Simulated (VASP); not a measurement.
# MgS (Fm-3m) in VASP: notebook

MgS is run at these levels: LDA; tasks: single point, relaxation of cell and atoms.

Program: VASP 6.6.1. These are calculated values, not measurements. Logs are shortened: lines on timing, memory, paths and dates and some standing lists are left out, and cuts for length are marked.

### Step 1. The cell of the first run

Symmetry: Fm-3m, No. 225, cubic system. The conventional cell has a = 5.128 Å, b = 5.128 Å, c = 5.128 Å, α = 90.00°, β = 90.00°, γ = 90.00°. Mg (site symmetry m-3m) has 6 S at 2.56 Å within 3.4 Å. S (site symmetry m-3m) has 6 Mg at 2.56 Å within 3.4 Å.

### Step 2. Single point, LDA

The input, INCAR:

```
SYSTEM = MgS
PREC     = Accurate       ! precision mode
ENCUT    = 520            ! plane-wave cutoff, eV
EDIFF    = 1E-6           ! SCF threshold, eV
ISMEAR   = -1             ! smearing method
SIGMA    = 0.1            ! smearing width, eV
LREAL    = .FALSE.        ! projectors in reciprocal space
LASPH    = .TRUE.         ! aspherical terms in the spheres
NELM     = 60             ! most SCF steps
ALGO     = Normal         ! electronic algorithm
ISIF     = 2              ! what is computed and relaxed
LWAVE    = .FALSE.        ! write WAVECAR
LCHARG   = .TRUE.         ! write CHGCAR
LELF     = .TRUE.         ! ELF
LVHAR    = .TRUE.       
NBANDS   = 11             ! bands
```

The input, KPOINTS:

```
regular mesh
0
G
  16 16 16
  0 0 0
```

The input, POSCAR:

```
MgS
1.0
    0.0000000000      2.5641819422      2.5641819422
    2.5641819422      0.0000000000      2.5641819422
    2.5641819422      2.5641819422      0.0000000000
Mg S
1 1
Direct
    0.0000000000      0.0000000000      0.0000000000
    0.5000000000      0.5000000000      0.5000000000
```

Potentials or basis: VASP PAW LDA potentials, release 64 (Mg, S).

Launch:

```bash
cat potpaw_LDA.64/Mg/POTCAR potpaw_LDA.64/S/POTCAR > POTCAR
mpirun -np 1 vasp_std > vasp.out
```

OUTCAR:

```text
SYSTEM = MgS
   PREC = Accurate
   ENCUT = 520
   EDIFF = 1E-6
   ISMEAR = -1
   LREAL = .FALSE.
   LASPH = .TRUE.
   NELM = 60
   ISIF = 2

 ion  position               nearest neighbor table
   1  0.000  0.000  0.000-   2 2.56   2 2.56   2 2.56   2 2.56   2 2.56   2 2.56
   2  0.500  0.500  0.500-   1 2.56   1 2.56   1 2.56   1 2.56   1 2.56   1 2.56

  LATTYP: Found a face centered cubic cell.
 ALAT       =     5.1283638844

  Lattice vectors:

 A1 = (   0.0000000000,   2.5641819422,   2.5641819422)
 A2 = (   2.5641819422,   0.0000000000,   2.5641819422)
 A3 = (   2.5641819422,   2.5641819422,   0.0000000000)

Analysis of symmetry for initial positions (statically):
=====================================================================
 Subroutine PRICEL returns:
 Original cell was already a primitive cell.

 Routine SETGRP: Setting up the symmetry group for a
 face centered cubic supercell.

 Subroutine GETGRP returns: Found 48 space group operations
 (whereof 48 operations were pure point group operations)
 out of a pool of 48 trial point group operations.

The static configuration has the point symmetry O_h .

Analysis of symmetry for dynamics (positions and initial velocities):
=====================================================================
 Subroutine PRICEL returns:
 Original cell was already a primitive cell.

 Routine SETGRP: Setting up the symmetry group for a
 face centered cubic supercell.

 Subroutine GETGRP returns: Found 48 space group operations
 (whereof 48 operations were pure point group operations)
 out of a pool of 48 trial point group operations.

The dynamic configuration has the point symmetry O_h .

 Subroutine INISYM returns: Found 48 space group operations
 (whereof 48 operations are pure point group operations),
 and found     1 'primitive' translations

----------------------------------------------------------------------------------------

                                     Primitive cell

  volume of cell :      33.7191

  direct lattice vectors                    reciprocal lattice vectors
     0.000000000  2.564181942  2.564181942    -0.194993963  0.194993963  0.194993963
     2.564181942  0.000000000  2.564181942     0.194993963 -0.194993963  0.194993963
     2.564181942  2.564181942  0.000000000     0.194993963  0.194993963 -0.194993963

  length of vectors
     3.626300879  3.626300879  3.626300879     0.337739452  0.337739452  0.337739452

  position of ions in fractional coordinates (direct lattice)
     0.000000000  0.000000000  0.000000000
     0.500000000  0.500000000  0.500000000

  ion indices of the primitive-cell ions
   primitive index   ion index
                 1           1
                 2           2

----------------------------------------------------------------------------------------

 KPOINTS: regular mesh

Automatic generation of k-mesh.
 Grid dimensions read from file:
 generate k-points for:   16   16   16

 Generating k-lattice:

  Cartesian coordinates                     Fractional coordinates (reciprocal lattice)
    -0.012187123  0.012187123  0.012187123     0.062500000  0.000000000  0.000000000
     0.012187123 -0.012187123  0.012187123     0.000000000  0.062500000  0.000000000
     0.012187123  0.012187123 -0.012187123     0.000000000  0.000000000  0.062500000

  Length of vectors
     0.021108716  0.021108716  0.021108716

  Shift w.r.t. Gamma in fractional coordinates (k-lattice)
     0.000000000  0.000000000  0.000000000

 Subroutine IBZKPT returns following result:
 ===========================================

 Found    145 irreducible k-points:

 Following reciprocal coordinates:
            Coordinates               Weight
  0.000000  0.000000  0.000000      1.000000
  0.062500  0.000000  0.000000      8.000000
  0.125000  0.000000  0.000000      8.000000
  0.187500  0.000000  0.000000      8.000000
  0.250000  0.000000  0.000000      8.000000
  0.312500  0.000000  0.000000      8.000000
[... 16 lines left out ...]
 -0.125000  0.062500  0.000000     24.000000
 -0.062500  0.062500  0.000000     12.000000
 [... further k-points ...]
   k-points           NKPTS =    145   k-points in BZ     NKDIM =    145   number of bands    NBANDS=     11
   number of dos      NEDOS =    301   number of ions     NIONS =      2
   total plane-waves  NPLWV =  21952
   dimension x,y,z NGX =    28 NGY =   28 NGZ =   28
   dimension x,y,z NGXF=    56 NGYF=   56 NGZF=   56
   ions per type =               1   1
   NGX,Y,Z   is equivalent  to a cutoff of  12.84, 12.84, 12.84 a.u.
   NGXF,Y,Z  is equivalent  to a cutoff of  25.67, 25.67, 25.67 a.u.
 SYSTEM =  MgS
   PREC   = accura    normal or accurate (medium, high low for compatibility)
   ISTART =      0    job   : 0-new  1-cont  2-samecut
   ICHARG =      2    charge: 1-file 2-atom 10-const
   ISPIN  =      1    spin polarized calculation?
   LNONCOLLINEAR =      F non collinear calculations
   LSORBIT =      F    spin-orbit coupling
   LASPH  =      T    aspherical Exc in radial PAW
   ENCUT  =  520.0 eV  38.22 Ry    6.18 a.u.   6.74  6.74  6.74*2*pi/ulx,y,z
   NELM   =     60;   NELMIN=  2; NELMDL= -5     # of ELM steps
   EDIFF  = 0.1E-05   stopping-criterion for ELM
   LREAL  =      F    real-space projection
   EDIFFG = 0.1E-04   stopping-criterion for IOM
   NSW    =      0    number of steps for IOM
   IBRION =     -1    ionic relax: 0-MD 1-quasi-New 2-CG
   NFREE  =      0    steps in history (QN), initial steepest desc. (CG)
   ISIF   =      2    stress and relaxation
   ISYM   =      2    0-nonsym 1-usesym 2-fastsym
   POTIM  = 0.5000    time-step for ionic-motion
   TEBEG  =    0.0;   TEEND  =   0.0 temperature during run
   PSTRESS=    0.0 pullay stress
   NELECT =       8.0000    total number of electrons
   NUPDOWN=      -1.0000    fix difference up-down
   EMIN   =  10.00;   EMAX   =-10.00  energy-range for DOS
   EFERMI =   0.00;   METHOD = LEGACY
   ISMEAR =    -1;   SIGMA  =   0.10  broadening in eV -4-tet -1-fermi 0-gaus
   EFERMI_NEDOS =   21; number of points for ismear=-14 and -15
   IALGO  =     38    algorithm
   IMIX   =      4    mixing-type and parameters
     AMIX     =   0.40;   BMIX     =  1.00
     AMIX_MAG =   1.60;   BMIX_MAG =  1.00
  volume/ion in A,a.u.               =      16.86       113.77
  Fermi-wavevector in a.u.,A,eV,Ry     =   1.013474  1.915188 13.974949  1.027130
  Thomas-Fermi vector in A             =   2.146645
   LORBIT       =      0    0 simple, 1 ext, 2 COOP (PROOUT), +10 PAW based schemes
   GGA     = CA    functional components
   LHFCALC =     F    Hartree Fock is set to
   AEXX    =    0.0000 exact exchange contribution
   IVDW    =     0    specifies the selected vdW correction
   LEPSILON=     F    determine dielectric tensor
   LRPA    =     F    only Hartree local field effects (RPA)
 non-spin polarized calculation
  energy-cutoff  :      520.00
  volume of cell :       33.72
 maximum number of plane-waves:       934
   NGX = 13   NGY = 13   NGZ = 13

 number of electron       7.9999998 magnetization

 Free energy of the ion-electron system (eV)
  ---------------------------------------------------
  ext. energy  EPLUGINS =         0.00000000
  ---------------------------------------------------
  free energy    TOTEN  =        -9.59239293 eV

  energy without entropy =       -9.59239286  energy(sigma->0) =       -9.59239290

 E-fermi :   5.4190     XC(G=0): -10.1681

 val. band max:        3.9814632688   @ k =   0.0000   0.0000   0.0000
 cond. band min:       6.6317516878   @ k =   0.5000   0.5000   0.0000
 fundamental gap:      2.6502884189
 Fermi energy:         5.4189726893

 k-point     1 :       0.0000    0.0000    0.0000
  band No.  band energies     occupation
      1      -8.9157      2.00000
      2       3.9815      2.00000
      3       3.9815      2.00000
      4       3.9815      2.00000
      5       7.8245      0.00000
      6      11.7876      0.00000
      7      11.7876      0.00000
      8      11.7876      0.00000
      9      14.2918      0.00000
     10      14.2918      0.00000
     11      16.4364      0.00000

 k-point     2 :       0.0625    0.0000    0.0000
  band No.  band energies     occupation
      1      -8.8740      2.00000
      2       3.6500      2.00000
      3       3.9516      2.00000
      4       3.9516      2.00000
      5       8.0941      0.00000
      6      11.6624      0.00000
      7      11.8741      0.00000
      8      11.8741      0.00000
      9      14.0459      0.00000
     10      14.0459      0.00000
     11      16.7629      0.00000

 k-point     3 :       0.1250    0.0000    0.0000
  band No.  band energies     occupation
      1      -8.7516      2.00000
      2       2.8762      2.00000
      3       3.8695      2.00000
      4       3.8695      2.00000
      5       8.6205      0.00000
      6      11.5020      0.00000
      7      12.0557      0.00000
      8      12.0557      0.00000
      9      13.6432      0.00000
     10      13.6432      0.00000
     11      16.7104      0.00000

 k-point     4 :       0.1875    0.0000    0.0000
  band No.  band energies     occupation
      1      -8.5565      2.00000
      2       1.9470      2.00000
      3       3.7539      2.00000
      4       3.7539      2.00000
      5       8.9429      0.00000
      6      11.7040      0.00000
      7      12.0310      0.00000
      8      12.0310      0.00000
      9      13.6441      0.00000
     10      13.6441      0.00000
     11      16.3041      0.00000

 k-point     5 :       0.2500    0.0000    0.0000
  band No.  band energies     occupation
      1      -8.3042      2.00000
      2       1.0130      2.00000
      3       3.6274      2.00000
      4       3.6274      2.00000
      5       8.9168      0.00000
      6      11.6988      0.00000
      7      11.6988      0.00000
      8      12.3796      0.00000
      9      14.2271      0.00000
     10      14.2271      0.00000
     11      15.8849      0.00000
[... 211 lines left out ...]
 k-point    21 :      -0.2500    0.0625    0.0000
  band No.  band energies     occupation
      1      -8.1809      2.00000
      2       0.7230      2.00000
      3       3.2753      2.00000
      4       3.6699      2.00000
      5       9.0990      0.00000
      6      11.5155      0.00000
      7      11.5212      0.00000
      8      12.3918      0.00000
      9      13.9336      0.00000
     10      15.3968      0.00000
     11      16.1445      0.00000

 k-point    22 :      -0.1875    0.0625    0.0000
  band No.  band energies     occupation
      1      -8.4444      2.00000
      2       1.6065      2.00000
      3       3.4199      2.00000
      4       3.7992      2.00000
      5       9.1879      0.00000
      6      11.5526      0.00000
      7      11.9247      0.00000
      8      12.0218      0.00000
      9      13.2017      0.00000
     10      14.5574      0.00000
     11      16.5425      0.00000

 k-point    23 :      -0.1250    0.0625    0.0000
  band No.  band energies     occupation
      1      -8.6588      2.00000
      2       2.4966      2.00000
      3       3.5906      2.00000
      4       3.9024      2.00000
      5       8.9591      0.00000
      6      11.2862      0.00000
      7      12.1298      0.00000
      8      12.2411      0.00000
      9      12.9900      0.00000
     10      14.0819      0.00000
     11      16.9652      0.00000

 k-point    24 :      -0.0625    0.0625    0.0000
  band No.  band energies     occupation
      1      -8.8055      2.00000
      2       3.2495      2.00000
      3       3.7801      2.00000
      4       3.9579      2.00000
      5       8.4574      0.00000
      6      11.4380      0.00000
      7      11.9569      0.00000
      8      12.1195      0.00000
      9      13.4606      0.00000
     10      14.0771      0.00000
     11      17.1328      0.00000

 [... further k-points ...]

------------------------ aborting loop because EDIFF is reached ----------------------------------------

  FORCE on cell =-STRESS in cart. coord.  units (eV):
  Direction    XX          YY          ZZ          XY          YZ          ZX
  --------------------------------------------------------------------------------------
  -------------------------------------------------------------------------------------
  Total       -0.1178682     -0.1178682     -0.1178682      0.0000000      0.0000000      0.0000000
  in kB       -5.6005512     -5.6005512     -5.6005512      0.0000000      0.0000000      0.0000000
  external PRESSURE =      -5.6005512 kB  Pullay stress =       0.0000000 kB

 VOLUME and BASIS-vectors are now :
 -----------------------------------------------------------------------------
  energy-cutoff  :      520.00
  volume of cell :       33.72
      direct lattice vectors                 reciprocal lattice vectors
     0.000000000  2.564181942  2.564181942    -0.194993963  0.194993963  0.194993963
     2.564181942  0.000000000  2.564181942     0.194993963 -0.194993963  0.194993963
     2.564181942  2.564181942  0.000000000     0.194993963  0.194993963 -0.194993963

 POSITION                                       TOTAL-FORCE (eV/Angst)
 -----------------------------------------------------------------------------------
      0.00000      0.00000      0.00000         0.000000      0.000000      0.000000
      2.56418      2.56418      2.56418        -0.000000     -0.000000     -0.000000
 -----------------------------------------------------------------------------------
    total drift:                                0.000000      0.000000      0.000000

  FREE ENERGIE OF THE ION-ELECTRON SYSTEM (eV)
  ---------------------------------------------------
  free  energy   TOTEN  =        -9.5923929343 eV

  energy  without entropy=       -9.5923928575  energy(sigma->0) =       -9.59239290
```

Wall time 23 s (1 thread of Intel Xeon 6975P-C (Granite Rapids), shared host); peak memory 0.17 GiB.

What came out:

```
Free energy            : -9.5924 eV
Pressure               : -0.6 GPa
Band gap on the k mesh : 2.65 eV (least direct gap 3.84 eV)
```

### Step 3. Relaxation of cell and atoms, LDA

This run uses another cell than the first one, of 17.61 Å³/atom.

The input, INCAR:

```
SYSTEM = MgS
ALGO = Normal
EDIFF = 1E-6
EDIFFG = -0.002
ENCUT = 600
IBRION = 2
ISIF = 3
ISMEAR = -1
LASPH = .True.
LCHARG = .False.
LREAL = .False.
LWAVE = .False.
NELM = 100
NSW = 100
PREC = Accurate
SIGMA = 0.1
```

The input, KPOINTS:

```
k-points
0
Gamma
  16 16 16
  0 0 0
```

The input, POSCAR:

```
MgS
1.0
    0.0000000000      2.6016500000      2.6016500000
    2.6016500000      0.0000000000      2.6016500000
    2.6016500000      2.6016500000      0.0000000000
Mg S
1 1
Direct
    0.0000000000      0.0000000000      0.0000000000
    0.5000000000      0.5000000000      0.5000000000
```

Potentials or basis: VASP PAW LDA potentials, release 64 (Mg, S).

Launch:

```bash
cat potpaw_LDA.64/Mg/POTCAR potpaw_LDA.64/S/POTCAR > POTCAR
mpirun -np 1 vasp_std > vasp.out
```

It took 40 s on 1 thread of Intel Xeon 6975P-C (Granite Rapids), shared host; peak memory 0.2 GiB.

The run converged. Its results:

| Item | Value |
| --- | --- |
| Free energy | -9.5932 eV |
| Relaxed volume | 16.76 Å³/atom |
| Relaxed cell | a = 3.619 Å, b = 3.619 Å, c = 3.619 Å, α = 60.00°, β = 60.00°, γ = 60.00° |
| Space group after relaxing (to 0.1 Å) | Fm-3m (No. 225) |
| Energy gained by relaxing | 10.6 meV/atom |
| Ionic steps | 3 |
| Pressure after relaxing | 0.0 GPa |
| Band gap on the k mesh | 2.66 eV (least direct gap 3.89 eV) |

The path:
```tsv
step	energy change (eV)	largest force (eV/Å)	pressure (GPa)	volume (Å³)
1	0.0000	0.0000	-3.83	35.22
2	-0.0200	0.0000	1.05	33.12
3	-0.0212	0.0000	0.00	33.51
```

Final structure:
```yaml
crystal:
  lattice:
    - [0.00000, 2.55891, 2.55891]
    - [2.55891, 0.00000, 2.55891]
    - [2.55891, 2.55891, 0.00000]
  atoms:
    - { symbol: Mg, position: [0.00000, 0.00000, 0.00000] }
    - { symbol: S, position: [0.50000, 0.50000, 0.50000] }
```

Levels at points of the mesh, in eV from the valence-band top:
```tsv
k point	band 1	band 2	band 3	band 4	band 5	band 6	band 7	band 8
(0.00, 0.00, 0.00)	-12.93	0.00	0.00	0.00	3.89	7.80	7.80	7.80
(0.50, 0.00, 0.00)	-11.47	-5.18	-0.65	-0.65	4.45	6.80	6.80	10.38
(0.50, 0.50, 0.00)	-11.05	-4.52	-1.82	-1.82	2.66	4.09	12.29	12.90
```

A k mesh can miss the band edges. LDA usually gives volumes a few per cent too small.
